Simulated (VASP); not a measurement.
A run of VASP 6.6.1 is set up as follows.

File INCAR:

```
SYSTEM = Al12HO
  PREC = Accurate
  ENCUT = 520
  EDIFF = 1E-6
  ISMEAR = 0
  SIGMA = 0.1
  LREAL = .FALSE.
  LASPH = .TRUE.
  NELM = 200
  ALGO = Normal
  ISIF = 2
  LWAVE = .FALSE.
  LCHARG = .FALSE.
  ISPIN = 2
  MAGMOM = 0 0 0 0 0 0 0 0 0 0 0 0 1 0
  LORBIT = 11
  LDIPOL = .TRUE.
  IDIPOL = 3
  DIPOL = 0.5 0.5 0.290
  GGA = PE
  NBANDS = 38
  GGA_COMPAT = .FALSE.
  NELMDL = -8
```

The input KPOINTS:

```
regular mesh
0
G
  5 5 1
  0 0 0
```

POSCAR

```
Al12HO
1.0
    5.7135165837      0.0000000000      0.0000000000
    0.0000000000      5.7135165837      0.0000000000
    0.0000000000      0.0000000000     22.1746954375
Al O H
12 1 1
Direct
    0.2500000000      0.2500000000      0.1803857921
    0.2500000000      0.7500000000      0.1803857921
    0.7500000000      0.2500000000      0.1803857921
    0.7500000000      0.7500000000      0.1803857921
    0.0000000000      0.0000000000      0.2744050924
    0.0000000000      0.5000000000      0.2744050924
    0.5000000000      0.0000000000      0.2744050924
    0.5000000000      0.5000000000      0.2744050924
    0.2500000000      0.2500000000      0.3686497278
    0.2500000000      0.7500000000      0.3686497278
    0.7500000000      0.2500000000      0.3686497278
    0.7500000000      0.7500000000      0.3686497278
    0.0000000000      0.0000000000      0.3618852606
    0.0000000000      0.0000000000      0.4069817086
```

Potentials or basis: VASP PAW PBE potentials, release 64 (Al, O, H).

Run with:

```bash
$ cat potpaw_PBE.64/Al/POTCAR potpaw_PBE.64/O/POTCAR potpaw_PBE.64/H/POTCAR > POTCAR
$ mpirun -np 1 vasp_std > vasp.out
```

**Question.** What does it give for the largest force?

**Answer.** 2.616 eV/Å.

**Question.** What does it give for the net moment?

**Answer.** 0.00 μB per cell.

Forces on the atoms (eV/Å):
```
Al   0.059  0.059  0.066
Al   0.059 -0.059  0.066
Al  -0.059  0.059  0.066
Al  -0.059 -0.059  0.066
Al   0.000  0.000 -2.291
Al   0.000  0.000  0.125
Al   0.000  0.000  0.125
Al   0.000  0.000 -0.209
Al   1.846  1.846 -0.164
Al   1.846 -1.846 -0.164
Al  -1.846  1.846 -0.164
Al  -1.846 -1.846 -0.164
O    0.000  0.000  1.330
H    0.000  0.000  1.314
```
